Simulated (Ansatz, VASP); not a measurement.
## Sr: VASP beside Ansatz

```
CELL_PARAMETERS angstrom
6.49624 3.75061 2.27507
-6.49624 3.75061 2.27507
0.00000 -7.50121 2.27507
ATOMIC_POSITIONS crystal
Sr 0.43532 0.24985 0.06511
Sr 0.06511 0.43532 0.24985
Sr 0.24985 0.06511 0.43532
Sr 0.56468 0.75015 0.93489
Sr 0.93489 0.56468 0.75015
Sr 0.75015 0.93489 0.56468
```

Alike in both runs: functional PBE; k mesh 3 × 3 × 3; occupations gaussian, width 0.1 eV; no spin polarisation.

Ansatz relaxed the structure, and its values are those at the end. VASP's run is a single point on that final structure, the one shown.

```csv
,VASP,Ansatz
version,VASP 6.6.1,Ansatz 0.2.0
potentials or method,"VASP PAW PBE potentials, release 64 (Sr_sv), cutoff 520 eV","scalar-relativistic, plane waves, PAW"
valence electrons in the cell,60,60
```

```tsv
	VASP	Ansatz	Ansatz less VASP
gap on the k mesh at the Fermi level (eV)	none	none	-
pressure (GPa)	0.1	0.1	-0.01
```

A gap of «none» marks a metal or a gap that the smearing closes.
